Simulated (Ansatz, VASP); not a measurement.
# One calculation of Ta2N, two programs

Contents of INCAR:

```
SYSTEM = Ta2N
  PREC = Accurate
  ENCUT = 520
  EDIFF = 1E-6
  ISMEAR = 0
  SIGMA = 0.025
  LREAL = .False.
  LASPH = .True.
  NELM = 150
  ALGO = Normal
  ISIF = 2
  LWAVE = .False.
  LCHARG = .False.
  MAGMOM = 0 0 0 0 0 0 0 0 0
  LORBIT = 11
  LSORBIT = .True.
  GGA_COMPAT = .False.
  LORBMOM = .True.
  LMAXMIX = 4
  LDAU = .True.
  LDAUTYPE = 2
  LDAUL = 2 -1
  LDAUU = 5 0
  LDAUJ = 0 0
  LDAUPRINT = 1
  GGA = PE
  IVDW = 13
  NBANDS = 40
```

File KPOINTS:

```
Automatic mesh
0
Gamma
  8 8 4
  0 0 0
```

The input POSCAR:

```
Ta2N
1.0
    3.1128615060      0.0000000000      0.0000000000
   -1.5564307530      2.6958171426      0.0000000000
    0.0000000000      0.0000000000      4.8698410000
Ta N
2 1
Direct
    0.3333333333      0.6666666667      0.2547110000
    0.6666666667      0.3333333333      0.7452890000
    0.0000000000      0.0000000000      0.0000000000
```

File input.yaml:

```yaml
crystal:
  lattice:
    - [3.112861506, 0.0, 0.0]
    - [-1.556430753, 2.6958171426, 0.0]
    - [0.0, 0.0, 4.869841]
  atoms:
    - { symbol: Ta, position: [0.3333333333, 0.6666666667, 0.254711] }
    - { symbol: Ta, position: [0.6666666667, 0.3333333333, 0.745289] }
    - { symbol: "N", position: [0.0, 0.0, 0.0] }
kpoints:
  mp_grid: { grid: [8, 8, 4] }
scf:
  occupations: { method: gaussian, width: 0.025 }
hamiltonian:
  xc: pbe
  dispersion: d4
  pseudopotentials: { kind: all_electron, lapw: { basis_error: 0.002 } }
  hubbard:
    sites: [{ species: Ta, l: d, u_eff: 5 }]
    double_counting: fll
    projectors: ortho-atomic
magnetization:
  noncollinear: true
  spin_orbit: true
output:
  forces: true
  stress: true
  eigenvalues: true
  populations: true
  hubbard: {}
```

Alike in both runs: functional PBE; dispersion D4; k mesh 8 × 8 × 4; occupations gaussian, width 0.025 eV; non-collinear spin, spin-orbit coupling; Hubbard terms Ta d U = 5.0 eV.

```csv
,VASP,Ansatz
version,VASP 6.6.1,Ansatz 0.2.0
potentials or method,"VASP PAW PBE potentials, release 64 (Ta_pv, N), cutoff 520 eV","all-electron LAPW, relativistic spinors"
task,single point,atomic charges
```

VASP gave:

| Property | Result |
| --- | --- |
| pressure (GPa) | 10.4 |
| traceless stress, the component that is largest in VASP (GPa) | 3.28 |
| rms of the force components (eV/Å) | 0.290 |

Q: Which values does Ansatz return?

A: Pressure (GPa): 0.2; traceless stress, the component that is largest in VASP (GPa): 3.84; rms of the force components (eV/Å): 0.105.

The programs project onto different local orbitals, so the same U acts differently, and such runs can settle in different states. Atom by atom the forces differ by 0.185 eV/Å (rms over components). Ansatz ran all-electron here, and VASP with PAW potentials.

Noted on Ansatz's run: U is the effective U less J, on atomic orbitals that reach past the spheres; the k mesh is thin for a metal, which can move the energy by tens of meV per atom.
